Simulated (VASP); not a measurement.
# CdS (Hawleyite) (F-43m) in VASP: further runs

CdS (Hawleyite) is run at these levels: PBE; tasks: single point.

All numbers are computed with VASP 6.6.1; they aren't measurements. Logs are shortened: lines on timing, memory, paths and dates and some standing lists are left out, and cuts for length are marked.

### 1 The cell of the first run

The structure is cubic, space group F-43m (No. 216). The conventional cell has a = 5.673 Å, b = 5.673 Å, c = 5.673 Å, α = 90.00°, β = 90.00°, γ = 90.00°. Within 3.2 Å of Cd (site symmetry -43m) lie 4 S at 2.46 Å. Within 3.2 Å of S (site symmetry -43m) lie 4 Cd at 2.46 Å.

### 2 Single point, PBE

Input file INCAR:

```
SYSTEM = CdS
PREC = Accurate ; ENCUT = 520
EDIFF = 1E-7 ; ISMEAR = 0
SIGMA = 0.01 ; LREAL = .False.
LASPH = .True. ; NELM = 100
ALGO = Normal ; ISIF = 2
LWAVE = .False. ; LCHARG = .False.
GGA = PE ; NBANDS = 16
```

Input file KPOINTS:

```
Automatic mesh
0
Gamma
  6 6 6
  0 0 0
```

Input file POSCAR:

```
CdS
1.0
    0.0000000000      2.8365553117      2.8365553117
    2.8365553117      0.0000000000      2.8365553117
    2.8365553117      2.8365553117      0.0000000000
Cd S
1 1
Direct
    0.0000000000      0.0000000000      0.0000000000
    0.2500000000      0.2500000000      0.2500000000
```

Potentials or basis: VASP PAW PBE potentials, release 64 (Cd, S).

On the command line:

```console
> cat potpaw_PBE.64/Cd/POTCAR potpaw_PBE.64/S/POTCAR > POTCAR
> mpirun -np 1 vasp_std > vasp.out
```

OUTCAR:

```text
SYSTEM = CdS
   PREC = Accurate
   ENCUT = 520
   EDIFF = 1E-7
   ISMEAR = 0
   LREAL = .False.
   LASPH = .True.
   NELM = 100
   ISIF = 2
   GGA = PE

 ion  position               nearest neighbor table
   1  0.000  0.000  0.000-   2 2.46   2 2.46   2 2.46   2 2.46
   2  0.250  0.250  0.250-   1 2.46   1 2.46   1 2.46   1 2.46

  LATTYP: Found a face centered cubic cell.
 ALAT       =     5.6731106234

  Lattice vectors:

 A1 = (   0.0000000000,   2.8365553117,   2.8365553117)
 A2 = (   2.8365553117,   0.0000000000,   2.8365553117)
 A3 = (   2.8365553117,   2.8365553117,   0.0000000000)

Analysis of symmetry for initial positions (statically):
=====================================================================
 Subroutine PRICEL returns:
 Original cell was already a primitive cell.

 Routine SETGRP: Setting up the symmetry group for a
 face centered cubic supercell.

 Subroutine GETGRP returns: Found 24 space group operations
 (whereof 24 operations were pure point group operations)
 out of a pool of 48 trial point group operations.

The static configuration has the point symmetry T_d .

Analysis of symmetry for dynamics (positions and initial velocities):
=====================================================================
 Subroutine PRICEL returns:
 Original cell was already a primitive cell.

 Routine SETGRP: Setting up the symmetry group for a
 face centered cubic supercell.

 Subroutine GETGRP returns: Found 24 space group operations
 (whereof 24 operations were pure point group operations)
 out of a pool of 48 trial point group operations.

The dynamic configuration has the point symmetry T_d .

 Subroutine INISYM returns: Found 24 space group operations
 (whereof 24 operations are pure point group operations),
 and found     1 'primitive' translations

----------------------------------------------------------------------------------------

                                     Primitive cell

  volume of cell :      45.6461

  direct lattice vectors                    reciprocal lattice vectors
     0.000000000  2.836555312  2.836555312    -0.176270139  0.176270139  0.176270139
     2.836555312  0.000000000  2.836555312     0.176270139 -0.176270139  0.176270139
     2.836555312  2.836555312  0.000000000     0.176270139  0.176270139 -0.176270139

  length of vectors
     4.011494992  4.011494992  4.011494992     0.305308837  0.305308837  0.305308837

  position of ions in fractional coordinates (direct lattice)
     0.000000000  0.000000000  0.000000000
     0.250000000  0.250000000  0.250000000

  ion indices of the primitive-cell ions
   primitive index   ion index
                 1           1
                 2           2

----------------------------------------------------------------------------------------

 KPOINTS: Automatic mesh

Automatic generation of k-mesh.
 Grid dimensions read from file:
 generate k-points for:    6    6    6

 Generating k-lattice:

  Cartesian coordinates                     Fractional coordinates (reciprocal lattice)
    -0.029378357  0.029378357  0.029378357     0.166666667  0.000000000  0.000000000
     0.029378357 -0.029378357  0.029378357     0.000000000  0.166666667  0.000000000
     0.029378357  0.029378357 -0.029378357     0.000000000  0.000000000  0.166666667

  Length of vectors
     0.050884806  0.050884806  0.050884806

  Shift w.r.t. Gamma in fractional coordinates (k-lattice)
     0.000000000  0.000000000  0.000000000

 Subroutine IBZKPT returns following result:
 ===========================================

 Found     16 irreducible k-points:

 Following reciprocal coordinates:
            Coordinates               Weight
  0.000000  0.000000  0.000000      1.000000
  0.166667  0.000000  0.000000      8.000000
  0.333333  0.000000  0.000000      8.000000
  0.500000  0.000000  0.000000      4.000000
  0.166667  0.166667  0.000000      6.000000
  0.333333  0.166667  0.000000     24.000000
[... 8 lines left out ...]
 -0.333333  0.333333  0.166667     24.000000
 -0.333333  0.500000  0.166667     12.000000
   k-points           NKPTS =     16   k-points in BZ     NKDIM =     16   number of bands    NBANDS=     16
   number of dos      NEDOS =    301   number of ions     NIONS =      2
   total plane-waves  NPLWV =  27000
   dimension x,y,z NGX =    30 NGY =   30 NGZ =   30
   dimension x,y,z NGXF=    60 NGYF=   60 NGZF=   60
   ions per type =               1   1
   NGX,Y,Z   is equivalent  to a cutoff of  12.43, 12.43, 12.43 a.u.
   NGXF,Y,Z  is equivalent  to a cutoff of  24.87, 24.87, 24.87 a.u.
 SYSTEM =  CdS
   PREC   = accura    normal or accurate (medium, high low for compatibility)
   ISTART =      0    job   : 0-new  1-cont  2-samecut
   ICHARG =      2    charge: 1-file 2-atom 10-const
   ISPIN  =      1    spin polarized calculation?
   LNONCOLLINEAR =      F non collinear calculations
   LSORBIT =      F    spin-orbit coupling
   LASPH  =      T    aspherical Exc in radial PAW
   ENCUT  =  520.0 eV  38.22 Ry    6.18 a.u.   7.46  7.46  7.46*2*pi/ulx,y,z
   NELM   =    100;   NELMIN=  2; NELMDL= -5     # of ELM steps
   EDIFF  = 0.1E-06   stopping-criterion for ELM
   LREAL  =      F    real-space projection
   EDIFFG = 0.1E-05   stopping-criterion for IOM
   NSW    =      0    number of steps for IOM
   IBRION =     -1    ionic relax: 0-MD 1-quasi-New 2-CG
   NFREE  =      0    steps in history (QN), initial steepest desc. (CG)
   ISIF   =      2    stress and relaxation
   ISYM   =      2    0-nonsym 1-usesym 2-fastsym
   POTIM  = 0.5000    time-step for ionic-motion
   TEBEG  =    0.0;   TEEND  =   0.0 temperature during run
   PSTRESS=    0.0 pullay stress
   NELECT =      18.0000    total number of electrons
   NUPDOWN=      -1.0000    fix difference up-down
   EMIN   =  10.00;   EMAX   =-10.00  energy-range for DOS
   EFERMI =   0.00;   METHOD = LEGACY
   ISMEAR =     0;   SIGMA  =   0.01  broadening in eV -4-tet -1-fermi 0-gaus
   EFERMI_NEDOS =   21; number of points for ismear=-14 and -15
   IALGO  =     38    algorithm
   IMIX   =      4    mixing-type and parameters
     AMIX     =   0.40;   BMIX     =  1.00
     AMIX_MAG =   1.60;   BMIX_MAG =  1.00
  volume/ion in A,a.u.               =      22.82       154.02
  Fermi-wavevector in a.u.,A,eV,Ry     =   1.200506  2.268628 19.608923  1.441215
  Thomas-Fermi vector in A             =   2.336340
   LORBIT       =      0    0 simple, 1 ext, 2 COOP (PROOUT), +10 PAW based schemes
   GGA     = PE    functional components
   LHFCALC =     F    Hartree Fock is set to
   AEXX    =    0.0000 exact exchange contribution
   IVDW    =     0    specifies the selected vdW correction
   LEPSILON=     F    determine dielectric tensor
   LRPA    =     F    only Hartree local field effects (RPA)
 non-spin polarized calculation
 Gauss-broadening in eV      SIGMA  =   0.01
  energy-cutoff  :      520.00
  volume of cell :       45.65
 maximum number of plane-waves:      1247
 NGX is ok and might be reduce to    30
   NGX = 15   NGY = 15   NGZ = 15

 number of electron      17.9999997 magnetization

 Free energy of the ion-electron system (eV)
  ---------------------------------------------------
  ext. energy  EPLUGINS =         0.00000000
  ---------------------------------------------------
  free energy    TOTEN  =        -5.96086972 eV

  energy without entropy =       -5.96086972  energy(sigma->0) =       -5.96086972

 E-fermi :   2.1347     XC(G=0):  -9.5461

 val. band max:        2.0770653791   @ k =   0.0000   0.0000   0.0000
 cond. band min:       3.4030149894   @ k =   0.0000   0.0000   0.0000
 fundamental gap:      1.3259496103
 Fermi energy:         2.1347283007

 k-point     1 :       0.0000    0.0000    0.0000
  band No.  band energies     occupation
      1     -10.8466      2.00000
      2      -6.0050      2.00000
      3      -6.0050      2.00000
      4      -6.0050      2.00000
      5      -5.4015      2.00000
      6      -5.4015      2.00000
[... 8 lines left out ...]
     15      13.6718      0.00000
     16      13.9689      0.00000

 k-point     2 :       0.1667    0.0000    0.0000
  band No.  band energies     occupation
      1     -10.7198      2.00000
      2      -5.9585      2.00000
      3      -5.9585      2.00000
      4      -5.8997      2.00000
      5      -5.4029      2.00000
      6      -5.4029      2.00000
[... 8 lines left out ...]
     15      12.8398      0.00000
     16      14.1622      0.00000

 k-point     3 :       0.3333    0.0000    0.0000
  band No.  band energies     occupation
      1     -10.4645      2.00000
      2      -5.8826      2.00000
      3      -5.8826      2.00000
      4      -5.4679      2.00000
      5      -5.3807      2.00000
      6      -5.3807      2.00000
[... 8 lines left out ...]
     15      13.3059      0.00000
     16      13.3063      0.00000

 k-point     4 :       0.5000    0.0000    0.0000
  band No.  band energies     occupation
      1     -10.3379      2.00000
      2      -5.8567      2.00000
      3      -5.8567      2.00000
      4      -5.3533      2.00000
      5      -5.3533      2.00000
      6      -4.9421      2.00000
[... 8 lines left out ...]
     15      14.7964      0.00000
     16      14.7964      0.00000
[... 172 lines left out ...]
 k-point    14 :       0.5000    0.3333    0.1667
  band No.  band energies     occupation
      1     -10.3021      2.00000
      2      -5.7746      2.00000
      3      -5.7653      2.00000
      4      -5.5384      2.00000
      5      -5.3524      2.00000
      6      -5.0780      2.00000
[... 8 lines left out ...]
     15      15.3513      0.00000
     16      15.7072      0.00000

 k-point    15 :      -0.3333    0.3333    0.1667
  band No.  band energies     occupation
      1     -10.2221      2.00000
      2      -5.7720      2.00000
      3      -5.7135      2.00000
      4      -5.4568      2.00000
      5      -5.3815      2.00000
      6      -4.7215      2.00000
[... 8 lines left out ...]
     15      14.8428      0.00000
     16      15.6976      0.00000

 k-point    16 :      -0.3333    0.5000    0.1667
  band No.  band energies     occupation
      1     -10.1830      2.00000
      2      -5.7405      2.00000
      3      -5.6609      2.00000
      4      -5.5034      2.00000
      5      -5.3502      2.00000
      6      -4.6815      2.00000
[... 8 lines left out ...]
     15      15.5249      0.00000
     16      15.6970      0.00000

------------------------ aborting loop because EDIFF is reached ----------------------------------------

  FORCE on cell =-STRESS in cart. coord.  units (eV):
  Direction    XX          YY          ZZ          XY          YZ          ZX
  --------------------------------------------------------------------------------------
  -------------------------------------------------------------------------------------
  Total        2.8471729      2.8471729      2.8471729      0.0000000     -0.0000000      0.0000000
  in kB       99.9357007     99.9357007     99.9357007      0.0000000     -0.0000000      0.0000000
  external PRESSURE =      99.9357007 kB  Pullay stress =       0.0000000 kB

 VOLUME and BASIS-vectors are now :
 -----------------------------------------------------------------------------
  energy-cutoff  :      520.00
  volume of cell :       45.65
      direct lattice vectors                 reciprocal lattice vectors
     0.000000000  2.836555312  2.836555312    -0.176270139  0.176270139  0.176270139
     2.836555312  0.000000000  2.836555312     0.176270139 -0.176270139  0.176270139
     2.836555312  2.836555312  0.000000000     0.176270139  0.176270139 -0.176270139

 POSITION                                       TOTAL-FORCE (eV/Angst)
 -----------------------------------------------------------------------------------
      0.00000      0.00000      0.00000         0.000000      0.000000      0.000000
      1.41828      1.41828      1.41828        -0.000000     -0.000000     -0.000000
 -----------------------------------------------------------------------------------
    total drift:                               -0.000001     -0.000001     -0.000001

  FREE ENERGIE OF THE ION-ELECTRON SYSTEM (eV)
  ---------------------------------------------------
  free  energy   TOTEN  =        -5.9608697231 eV

  energy  without entropy=       -5.9608697231  energy(sigma->0) =       -5.96086972
```

Wall time 6.8 s (1 thread of AMD EPYC 9R45 (Zen 5), shared host); peak memory 0.14 GiB.

Results:

```
Free energy            : -5.9609 eV
Pressure               : 10.0 GPa
Band gap on the k mesh : 1.33 eV, direct
```

### 3 Single point, PBE

This run uses another cell than the first one, of 23.48 Å³/atom, 1.029 times its volume.

Input file INCAR:

```
SYSTEM = CdS
  PREC = Accurate
  ENCUT = 520
  EDIFF = 1E-6
  ISMEAR = 0
  SIGMA = 0.01
  LREAL = .FALSE.
  LASPH = .TRUE.
  NELM = 80
  ALGO = Normal
  ISIF = 2
  LWAVE = .FALSE.
  LCHARG = .FALSE.
  GGA = PE
  NBANDS = 16
```

Input file KPOINTS:

```
regular mesh
0
G
  6 6 6
  0 0 0
```

Input file POSCAR:

```
CdS
1.0
    0.0000000000      2.8637010310      2.8637010310
    2.8637010310      0.0000000000      2.8637010310
    2.8637010310      2.8637010310      0.0000000000
Cd S
1 1
Direct
    0.0000000000      0.0000000000      0.0000000000
    0.2500000000      0.2500000000      0.2500000000
```

Potentials or basis: VASP PAW PBE potentials, release 64 (Cd, S).

On the command line:

```console
> cat potpaw_PBE.64/Cd/POTCAR potpaw_PBE.64/S/POTCAR > POTCAR
> mpirun -np 1 vasp_std > vasp.out
```

It took 6.7 s on 1 thread of AMD EPYC 9R45 (Zen 5), shared host; peak memory 0.14 GiB.

The run converged. Its results:

```yaml
Free_energy: -6.0326 eV
Pressure: 7.4 GPa
Band_gap_on_the_k_mesh: 1.27 eV, direct
```

Levels at points of the mesh, in eV from the valence-band top:
| k point | band 7 | band 8 | band 9 | band 10 | band 11 | band 12 |
| --- | --- | --- | --- | --- | --- | --- |
| (0.00, 0.00, 0.00) | 0.00 | 0.00 | 0.00 | 1.27 | 6.52 | 6.52 |
| (0.50, 0.00, 0.00) | -4.75 | -0.83 | -0.83 | 3.09 | 7.00 | 7.00 |
| (0.50, 0.50, 0.00) | -4.20 | -2.08 | -2.08 | 3.45 | 4.40 | 9.48 |

Expect the measured gap to be larger: semilocal functionals such as PBE lack the derivative discontinuity.
